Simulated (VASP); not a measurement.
Runs of VASP 6.6.1 on AgCl. The structure is that of space group Fm-3m (No. 225), or close to it. The cells are those of the table. 

```tsv
cell	gap on the mesh (eV)	pressure (GPa)
a = 3.932, b = 3.922, c = 3.922 Å, angles 59.8, 59.9, 59.9°, 2 atoms	1.42	-0.1
a = 3.843, b = 3.922, c = 3.922 Å, angles 61.3, 60.7, 60.7°, 2 atoms	(a)	-0.1
a = 3.951, b = 3.922, c = 3.922 Å, angles 59.5, 59.8, 59.8°, 2 atoms	1.41	-0.1
a = 3.941, b = 3.922, c = 3.922 Å, angles 59.7, 59.8, 59.8°, 2 atoms	1.41	-0.1
a = 3.981, b = 3.922, c = 3.922 Å, angles 59.0, 59.5, 59.5°, 2 atoms	1.39	-0.1
a = 3.883, b = 3.922, c = 3.922 Å, angles 60.7, 60.3, 60.3°, 2 atoms	1.40	-0.1
a = 3.990, b = 3.922, c = 3.922 Å, angles 58.8, 59.4, 59.4°, 2 atoms	1.39	-0.1
a = 3.971, b = 3.922, c = 3.922 Å, angles 59.2, 59.6, 59.6°, 2 atoms	1.40	-0.1
```

Alike in all rows: task single point; level r2SCAN; potentials or basis VASP PAW PBE potentials, release 64 (Ag, Cl); no spin polarisation; k mesh 8 × 8 × 8; cutoff (eV) 550; smearing gaussian 0.05 eV.

Fill in the values left out.

(a) 1.38.

Caveats: the PAW data sets were made with another functional, which shifts forces and pressure a little.

A k mesh can miss the band edges, and the runs leave out spin-orbit coupling on Ag.
